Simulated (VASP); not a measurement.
# Ti (Fm-3m) in VASP: further runs

Ti is run at these levels: PBEsol; tasks: single point.

Program: VASP 6.6.1. These are calculated values, not measurements. Logs are shortened: lines on timing, memory, paths and dates and some standing lists are left out, and cuts for length are marked.

## 1. The cell of the first run

The structure is cubic, space group Fm-3m (No. 225). The conventional cell has a = 3.977 Å, b = 3.977 Å, c = 3.977 Å, α = 90.00°, β = 90.00°, γ = 90.00°. Ti (site symmetry m-3m) has 12 Ti at 2.81 Å within 3.7 Å.

## 2. Single point, PBEsol

Contents of INCAR:

```
PREC = Accurate
ENCUT = 520
EDIFF = 1E-7
ISMEAR = -1
SIGMA = 0.15
LREAL = False
LASPH = True
NELM = 100
ALGO = Normal
ISIF = 2
LWAVE = False
LCHARG = False
GGA = PS
NBANDS = 12
```

Contents of KPOINTS:

```
Automatic mesh
0
Gamma
  10 10 10
```

Contents of POSCAR:

```
Ti
1.0
    0.0000000000      1.9885598007      1.9885598007
    1.9885598007      0.0000000000      1.9885598007
    1.9885598007      1.9885598007      0.0000000000
Ti
1
Direct
    0.0000000000      0.0000000000      0.0000000000
```

Potentials or basis: VASP PAW PBE potentials, release 64 (Ti_sv).

Launch:

```sh
$ cat potpaw_PBE.64/Ti_sv/POTCAR > POTCAR
$ mpirun -np 1 vasp_std > vasp.out
```

OUTCAR:

```text
PREC = Accurate
   ENCUT = 520
   EDIFF = 1E-7
   ISMEAR = -1
   LREAL = False
   LASPH = True
   NELM = 100
   ISIF = 2
   GGA = PS

 ion  position               nearest neighbor table
   1  0.000  0.000  0.000-

  LATTYP: Found a face centered cubic cell.
 ALAT       =     3.9771196014

  Lattice vectors:

 A1 = (   0.0000000000,   1.9885598007,   1.9885598007)
 A2 = (   1.9885598007,   0.0000000000,   1.9885598007)
 A3 = (   1.9885598007,   1.9885598007,   0.0000000000)

Analysis of symmetry for initial positions (statically):
=====================================================================
 Subroutine PRICEL returns:
 Original cell was already a primitive cell.

 Routine SETGRP: Setting up the symmetry group for a
 face centered cubic supercell.

 Subroutine GETGRP returns: Found 48 space group operations
[... 9 lines left out ...]

 Routine SETGRP: Setting up the symmetry group for a
 face centered cubic supercell.

 Subroutine GETGRP returns: Found 48 space group operations
[... 11 lines left out ...]
                                     Primitive cell

  volume of cell :      15.7270

  direct lattice vectors                    reciprocal lattice vectors
     0.000000000  1.988559801  1.988559801    -0.251438252  0.251438252  0.251438252
     1.988559801  0.000000000  1.988559801     0.251438252 -0.251438252  0.251438252
     1.988559801  1.988559801  0.000000000     0.251438252  0.251438252 -0.251438252

  length of vectors
     2.812248240  2.812248240  2.812248240     0.435503827  0.435503827  0.435503827

  position of ions in fractional coordinates (direct lattice)
     0.000000000  0.000000000  0.000000000

  ion indices of the primitive-cell ions
   primitive index   ion index
                 1           1

----------------------------------------------------------------------------------------

 KPOINTS: Automatic mesh

Automatic generation of k-mesh.
 Grid dimensions read from file:
 generate k-points for:   10   10   10

 Generating k-lattice:

  Cartesian coordinates                     Fractional coordinates (reciprocal lattice)
    -0.025143825  0.025143825  0.025143825     0.100000000  0.000000000  0.000000000
     0.025143825 -0.025143825  0.025143825     0.000000000  0.100000000  0.000000000
     0.025143825  0.025143825 -0.025143825     0.000000000  0.000000000  0.100000000

  Length of vectors
     0.043550383  0.043550383  0.043550383

  Shift w.r.t. Gamma in fractional coordinates (k-lattice)
     0.000000000  0.000000000  0.000000000

 Subroutine IBZKPT returns following result:
 ===========================================

 Found     47 irreducible k-points:

 Following reciprocal coordinates:
            Coordinates               Weight
  0.000000  0.000000  0.000000      1.000000
  0.100000  0.000000  0.000000      8.000000
  0.200000  0.000000  0.000000      8.000000
  0.300000  0.000000  0.000000      8.000000
  0.400000  0.000000  0.000000      8.000000
  0.500000  0.000000  0.000000      4.000000
[... 16 lines left out ...]
  0.300000  0.300000  0.000000      6.000000
  0.400000  0.300000  0.000000     24.000000
 [... further k-points ...]
   k-points           NKPTS =     47   k-points in BZ     NKDIM =     47   number of bands    NBANDS=     12
   number of dos      NEDOS =    301   number of ions     NIONS =      1
   total plane-waves  NPLWV =  13824
   dimension x,y,z NGX =    24 NGY =   24 NGZ =   24
   dimension x,y,z NGXF=    48 NGYF=   48 NGZF=   48
   ions per type =               1
   NGX,Y,Z   is equivalent  to a cutoff of  14.19, 14.19, 14.19 a.u.
   NGXF,Y,Z  is equivalent  to a cutoff of  28.38, 28.38, 28.38 a.u.
 SYSTEM =  unknown system
   PREC   = accura    normal or accurate (medium, high low for compatibility)
   ISTART =      0    job   : 0-new  1-cont  2-samecut
   ICHARG =      2    charge: 1-file 2-atom 10-const
   ISPIN  =      1    spin polarized calculation?
   LNONCOLLINEAR =      F non collinear calculations
   LSORBIT =      F    spin-orbit coupling
   LASPH  =      T    aspherical Exc in radial PAW
   ENCUT  =  520.0 eV  38.22 Ry    6.18 a.u.   5.23  5.23  5.23*2*pi/ulx,y,z
   NELM   =    100;   NELMIN=  2; NELMDL= -5     # of ELM steps
   EDIFF  = 0.1E-06   stopping-criterion for ELM
   LREAL  =      F    real-space projection
   EDIFFG = 0.1E-05   stopping-criterion for IOM
   NSW    =      0    number of steps for IOM
   IBRION =     -1    ionic relax: 0-MD 1-quasi-New 2-CG
   NFREE  =      0    steps in history (QN), initial steepest desc. (CG)
   ISIF   =      2    stress and relaxation
   ISYM   =      2    0-nonsym 1-usesym 2-fastsym
   POTIM  = 0.5000    time-step for ionic-motion
   TEBEG  =    0.0;   TEEND  =   0.0 temperature during run
   PSTRESS=    0.0 pullay stress
   NELECT =      12.0000    total number of electrons
   NUPDOWN=      -1.0000    fix difference up-down
   EMIN   =  10.00;   EMAX   =-10.00  energy-range for DOS
   EFERMI =   0.00;   METHOD = LEGACY
   ISMEAR =    -1;   SIGMA  =   0.15  broadening in eV -4-tet -1-fermi 0-gaus
   EFERMI_NEDOS =   21; number of points for ismear=-14 and -15
   IALGO  =     38    algorithm
   IMIX   =      4    mixing-type and parameters
     AMIX     =   0.40;   BMIX     =  1.00
     AMIX_MAG =   1.60;   BMIX_MAG =  1.00
  volume/ion in A,a.u.               =      15.73       106.13
  Fermi-wavevector in a.u.,A,eV,Ry     =   1.495960  2.826954 30.448420  2.237896
  Thomas-Fermi vector in A             =   2.608038
   LORBIT       =      0    0 simple, 1 ext, 2 COOP (PROOUT), +10 PAW based schemes
   GGA     = PS    functional components
   LHFCALC =     F    Hartree Fock is set to
   AEXX    =    0.0000 exact exchange contribution
   IVDW    =     0    specifies the selected vdW correction
   LEPSILON=     F    determine dielectric tensor
   LRPA    =     F    only Hartree local field effects (RPA)
 non-spin polarized calculation
  energy-cutoff  :      520.00
  volume of cell :       15.73
 maximum number of plane-waves:       444
 NGX is ok and might be reduce to    24
   NGX = 11   NGY = 11   NGZ = 11

 number of electron      11.9999998 magnetization

 Free energy of the ion-electron system (eV)
  ---------------------------------------------------
  ext. energy  EPLUGINS =         0.00000000
  ---------------------------------------------------
  free energy    TOTEN  =        -8.32046572 eV

  energy without entropy =       -8.20771119  energy(sigma->0) =       -8.26408846

 E-fermi :   9.1888     XC(G=0): -12.1174

 val. band max:        9.1863472622   @ k =   0.3000   0.0000   0.0000
 cond. band min:       9.2775122898   @ k =  -0.3000   0.2000   0.0000
 fundamental gap:      0.0911650276
 Fermi energy:         9.1887545538

 k-point     1 :       0.0000    0.0000    0.0000
  band No.  band energies     occupation
      1     -47.1209      2.00000
      2     -22.9384      2.00000
      3     -22.9384      2.00000
      4     -22.9384      2.00000
      5       2.8658      2.00000
      6      10.1253      0.00388
      7      10.1253      0.00388
      8      10.1253      0.00388
      9      11.9875      0.00000
     10      11.9875      0.00000
     11      25.0048      0.00000
     12      29.9326      0.00000

 k-point     2 :       0.1000    0.0000    0.0000
  band No.  band energies     occupation
      1     -47.1034      2.00000
      2     -23.0315      2.00000
      3     -22.9497      2.00000
      4     -22.9497      2.00000
      5       3.2185      2.00000
      6       9.9056      0.01667
      7      10.2506      0.00168
      8      10.2506      0.00168
      9      11.9078      0.00000
     10      11.9078      0.00000
     11      25.3274      0.00000
     12      27.8680      0.00000

 k-point     3 :       0.2000    0.0000    0.0000
  band No.  band energies     occupation
      1     -47.0574      2.00000
      2     -23.2708      2.00000
      3     -22.9791      2.00000
      4     -22.9791      2.00000
      5       4.1787      2.00000
      6       9.4399      0.31577
      7      10.4323      0.00050
      8      10.4323      0.00050
      9      11.8992      0.00000
     10      11.8992      0.00000
     11      24.5577      0.00000
     12      26.1304      0.00000

 k-point     4 :       0.3000    0.0000    0.0000
  band No.  band energies     occupation
      1     -46.9999      2.00000
      2     -23.5590      2.00000
      3     -23.0153      2.00000
      4     -23.0153      2.00000
      5       5.3905      2.00000
      6       9.1863      1.00802
      7      10.3115      0.00112
      8      10.3115      0.00112
      9      12.3500      0.00000
     10      12.3500      0.00000
     11      21.8748      0.00000
     12      25.5175      0.00000

 k-point     5 :       0.4000    0.0000    0.0000
  band No.  band energies     occupation
      1     -46.9528      2.00000
      2     -23.7865      2.00000
      3     -23.0443      2.00000
      4     -23.0443      2.00000
      5       6.1792      2.00000
      6       9.6201      0.10672
      7      10.0760      0.00538
      8      10.0760      0.00538
      9      12.9624      0.00000
     10      12.9624      0.00000
     11      19.5259      0.00000
     12      24.6240      0.00000

 k-point     6 :       0.5000    0.0000    0.0000
  band No.  band energies     occupation
      1     -46.9347      2.00000
      2     -23.8721      2.00000
      3     -23.0553      2.00000
      4     -23.0553      2.00000
      5       6.3576      2.00000
      6       9.9754      0.01050
      7       9.9754      0.01050
      8      10.1104      0.00428
      9      13.2383      0.00000
     10      13.2383      0.00000
     11      18.4654      0.00000
     12      24.2554      0.00000

 k-point     7 :       0.1000    0.1000    0.0000
  band No.  band energies     occupation
      1     -47.0976      2.00000
      2     -23.0294      2.00000
      3     -22.9698      2.00000
      4     -22.9698      2.00000
      5       3.3342      2.00000
      6       9.7633      0.04249
      7      10.3452      0.00090
      8      10.3452      0.00090
      9      11.6326      0.00000
     10      12.0959      0.00000
     11      25.4891      0.00000
     12      28.2748      0.00000

 k-point     8 :       0.2000    0.1000    0.0000
  band No.  band energies     occupation
      1     -47.0611      2.00000
      2     -23.2067      2.00000
      3     -23.0063      2.00000
      4     -22.9923      2.00000
      5       4.0907      2.00000
      6       9.3456      0.52024
      7      10.5216      0.00028
      8      10.5859      0.00018
      9      11.4136      0.00000
     10      12.2049      0.00000
     11      25.5138      0.00000
     12      26.3758      0.00000
[... 166 lines left out ...]
 k-point    20 :      -0.4000    0.2000    0.0000
  band No.  band energies     occupation
      1     -46.9103      2.00000
      2     -23.7464      2.00000
      3     -23.2899      2.00000
      4     -23.1010      2.00000
      5       7.3162      1.99999
      6       8.5358      1.97460
      7       9.5870      0.13134
      8      10.7731      0.00005
      9      12.8844      0.00000
     10      15.1598      0.00000
     11      18.5130      0.00000
     12      23.4139      0.00000

 k-point    21 :      -0.3000    0.2000    0.0000
  band No.  band energies     occupation
      1     -46.9356      2.00000
      2     -23.6502      2.00000
      3     -23.2799      2.00000
      4     -23.0562      2.00000
      5       6.9875      2.00000
      6       8.8301      1.83224
      7       9.2775      0.71248
      8      10.8311      0.00004
      9      12.0947      0.00000
     10      14.3978      0.00000
     11      20.6954      0.00000
     12      23.2243      0.00000

 k-point    22 :      -0.2000    0.2000    0.0000
  band No.  band energies     occupation
      1     -46.9801      2.00000
      2     -23.5119      2.00000
      3     -23.1926      2.00000
      4     -23.0103      2.00000
      5       5.9611      2.00000
      6       8.8557      1.80410
      7       9.8087      0.03157
      8      11.0386      0.00001
      9      11.3194      0.00000
     10      13.4441      0.00000
     11      23.1446      0.00000
     12      23.7421      0.00000

 k-point    23 :       0.3000    0.3000    0.0000
  band No.  band energies     occupation
      1     -46.9603      2.00000
      2     -23.5260      2.00000
      3     -23.1514      2.00000
      4     -23.1514      2.00000
      5       5.9281      2.00000
      6       8.0380      1.99907
      7      10.4064      0.00060
      8      11.9689      0.00000
      9      11.9689      0.00000
     10      12.7674      0.00000
     11      24.8103      0.00000
     12      25.0762      0.00000

 k-point    24 :       0.4000    0.3000    0.0000
  band No.  band energies     occupation
      1     -46.9233      2.00000
      2     -23.6459      2.00000
      3     -23.2176      2.00000
      4     -23.1873      2.00000
      5       6.4338      2.00000
      6       7.7795      1.99983
      7      10.3340      0.00097
      8      12.1199      0.00000
      9      13.0492      0.00000
     10      13.1667      0.00000
     11      22.5352      0.00000
     12      23.8170      0.00000

 [... further k-points ...]

------------------------ aborting loop because EDIFF is reached ----------------------------------------

  FORCE on cell =-STRESS in cart. coord.  units (eV):
  Direction    XX          YY          ZZ          XY          YZ          ZX
  --------------------------------------------------------------------------------------
  -------------------------------------------------------------------------------------
  Total        0.7593557      0.7593557      0.7593557     -0.0000000      0.0000000     -0.0000000
  in kB       77.3588258     77.3588258     77.3588258     -0.0000000      0.0000000     -0.0000000
  external PRESSURE =      77.3588258 kB  Pullay stress =       0.0000000 kB

 VOLUME and BASIS-vectors are now :
 -----------------------------------------------------------------------------
  energy-cutoff  :      520.00
  volume of cell :       15.73
      direct lattice vectors                 reciprocal lattice vectors
     0.000000000  1.988559801  1.988559801    -0.251438252  0.251438252  0.251438252
     1.988559801  0.000000000  1.988559801     0.251438252 -0.251438252  0.251438252
     1.988559801  1.988559801  0.000000000     0.251438252  0.251438252 -0.251438252

 POSITION                                       TOTAL-FORCE (eV/Angst)
 -----------------------------------------------------------------------------------
      0.00000      0.00000      0.00000         0.000000      0.000000      0.000000
 -----------------------------------------------------------------------------------
    total drift:                               -0.000000     -0.000000     -0.000000

  FREE ENERGIE OF THE ION-ELECTRON SYSTEM (eV)
  ---------------------------------------------------
  free  energy   TOTEN  =        -8.3204657155 eV

  energy  without entropy=       -8.2077111949  energy(sigma->0) =       -8.26408846
```

It took 8.2 s on 1 thread of AMD EPYC 9R14 (Zen 4), shared host; peak memory 0.11 GiB.

What came out:

| Property | Result |
| --- | --- |
| Free energy | -8.3205 eV |
| Pressure | 7.7 GPa |
| Band gap on the k mesh | zero (band 6 reaches 10.13 eV, above the bottom of band 7 at 8.91 eV) |

Caveat: the PAW data sets were made with another functional, which shifts forces and pressure a little.

(Continued in part 2 of 2.)
